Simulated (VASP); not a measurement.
Wanted: the native input for a VASP 6.6.1 run.

- Task: single point
- Functional: PBE
- Dispersion: D3(BJ)
- Potentials or basis: VASP PAW PBE potentials, release 64 (W_sv, C, Cl, H)
- Cutoff: 520 eV
- k mesh: 3 × 3 × 1
- Occupations: fermi-dirac, width 0.1 eV
- Spin: no spin polarisation
- Dipole correction: no
- Further INCAR settings: LREAL = Auto; ALGO = Normal; EDIFF = 1e-07; NBANDS = 91

The structure of HW8C8Cl lies in POSCAR:

```
HW8C8Cl
1.0
    5.7996800000      0.0000000000      0.0000000000
    0.0000000000      5.6750600000      0.0000000000
    0.0000000000      0.0000000000     16.1855590000
W C Cl H
8 8 1 1
Direct
    0.0000000000      0.0000000000      0.0617834701
    0.2468412050     -0.0056034650      0.2159455846
    0.0000000000      0.4999947137      0.0617834701
    0.2434617082      0.4880300825      0.2160753299
    0.4999931031      0.0000000000      0.0617834701
    0.7445755628     -0.0074536657      0.2127513792
    0.4999931031      0.4999947137      0.0617834701
    0.7480240289      0.4946203212      0.2130108698
    0.0062072390      0.2342530299      0.1649186167
    0.4429727157      0.2153986037      0.3023374108
    0.0038105551      0.7457718509      0.1551197583
    0.0243461708      0.6220727182      0.3020223151
    0.5205976881      0.2529136256      0.1548479110
    0.6817617524      0.2387111326      0.3080647384
    0.4866130545      0.7483092690      0.1618912266
    0.8312700011      0.7436220939      0.3128097090
    0.2564624255      0.0664662576      0.3733698663
   -0.2189431141      0.2374600445      0.3657210727
```

These files were run (other wordings do the same):

INCAR

```
SYSTEM = HW8C8Cl
ALGO = Normal
EDIFF = 1E-7
ENCUT = 520
GGA = PE
ISIF = 2
ISMEAR = -1
IVDW = 12
LASPH = .True.
LCHARG = .True.
LELF = .True.
LREAL = Auto
LVHAR = .True.
LWAVE = .False.
NBANDS = 91
NELM = 100
PREC = Accurate
SIGMA = 0.1
```

KPOINTS

```
k-points
0
Gamma
  3 3 1
  0 0 0
```

Potentials or basis: VASP PAW PBE potentials, release 64 (W_sv, C, Cl, H).

Command:

```console
$ cat potpaw_PBE.64/W_sv/POTCAR potpaw_PBE.64/C/POTCAR potpaw_PBE.64/Cl/POTCAR potpaw_PBE.64/H/POTCAR > POTCAR
$ mpirun -np 1 vasp_std > vasp.out
```

Results of the run:

```yaml
Largest_force: 1.795 eV/Å
Band_gap_on_the_k_mesh: zero (bands 76 and 77 overlap by 0.28 eV)
Dispersion_energy_per_atom: -0.253 eV
```

Caveat: the k points lie up to 0.37 Å⁻¹ apart; spin-orbit coupling is left out, which moves the levels of the heavy elements.

It took 6.7 min on 1 thread of Intel(R) Xeon(R) 6975P-C (Granite Rapids), with other jobs on the host, peak memory 0.61 GiB.
